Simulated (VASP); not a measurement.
Input of a VASP 6.6.1 run:

The input INCAR:

```
SYSTEM = ZnS
PREC     = Accurate       ! precision mode
ENCUT    = 500            ! plane-wave cutoff, eV
EDIFF    = 1E-6           ! SCF threshold, eV
ISMEAR   = -1             ! smearing method
SIGMA    = 0.1            ! smearing width, eV
LREAL    = .False.        ! projectors in reciprocal space
LASPH    = .True.         ! aspherical terms in the spheres
NELM     = 120            ! most SCF steps
ALGO     = Normal         ! electronic algorithm
ISIF     = 2              ! what is computed and relaxed
LWAVE    = .False.        ! write WAVECAR
LCHARG   = .True.         ! write CHGCAR
GGA      = PE             ! functional
LELF     = .True.         ! ELF
LVHAR    = .True.       
NBANDS   = 16             ! bands
GGA_COMPAT= .False.
```

KPOINTS

```
regular mesh
0
Gamma
  6 6 6
  0 0 0
```

File POSCAR:

```
ZnS
1.0
    0.0000000000      2.6654820099      2.6654820099
    2.6654820099      0.0000000000      2.6654820099
    2.6654820099      2.6654820099      0.0000000000
Zn S
1 1
Direct
    0.2500000000      0.2500000000      0.2500000000
    0.0000000000      0.0000000000      0.0000000000
```

Potentials or basis: VASP PAW PBE potentials, release 64 (Zn, S).

The run is started by

```sh
$ cat potpaw_PBE.64/Zn/POTCAR potpaw_PBE.64/S/POTCAR > POTCAR
$ mpirun -np 1 vasp_std > vasp.out
```

**Question.** What does it give for the pressure?

**Answer.** 5.2 GPa.

**Question.** What does it give for the band gap on the k mesh?

**Answer.** 2.29 eV, direct.

As with any semilocal functional, this PBE gap is likely too small.
